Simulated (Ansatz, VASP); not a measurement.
## MgO in VASP and in Ansatz

```
CELL_PARAMETERS angstrom
3.53158 0.00000 0.00000
-1.76579 3.05844 0.00000
0.00000 0.00000 9.43532
ATOMIC_POSITIONS crystal
Mg 0.33333 0.66667 0.96949
Mg 0.00000 0.00000 0.22082
Mg 0.00000 0.00000 0.72082
Mg 0.66667 0.33333 0.46949
O 0.33333 0.66667 0.78004
O 0.00000 0.00000 0.52964
O 0.00000 0.00000 0.02964
O 0.66667 0.33333 0.28004
```

Alike in both runs: task single point; functional PBE; k mesh 9 × 9 × 4; occupations gaussian, width 0.05 eV; no spin polarisation.

|  | VASP | Ansatz |
| --- | --- | --- |
| version | VASP 6.6.1 | Ansatz 0.2.0 |
| potentials or method | VASP PAW PBE potentials, release 64 (Mg, O), cutoff 520 eV | scalar-relativistic, plane waves, PAW |
| valence electrons in the cell | 32 | 64 |

```tsv
	VASP	Ansatz	Ansatz less VASP
gap on the k mesh at the Fermi level (eV)	2.86	2.88	+0.021
least direct gap on the mesh (eV)	2.86	2.88	+0.021
pressure (GPa)	0.4	0.7	+0.31
traceless stress, the component that is largest in VASP (GPa)	28.04	27.60	-0.445
rms of the force components (eV/Å)	1.449	1.426	-0.0230
```

Atom by atom the forces differ by 0.023 eV/Å (rms over components). With one functional, cell and mesh, what is left measures potentials, basis and numerics. VASP's potentials hold 32 valence electrons a cell and Ansatz's 64, so a difference there can come from the potentials and not from the codes.
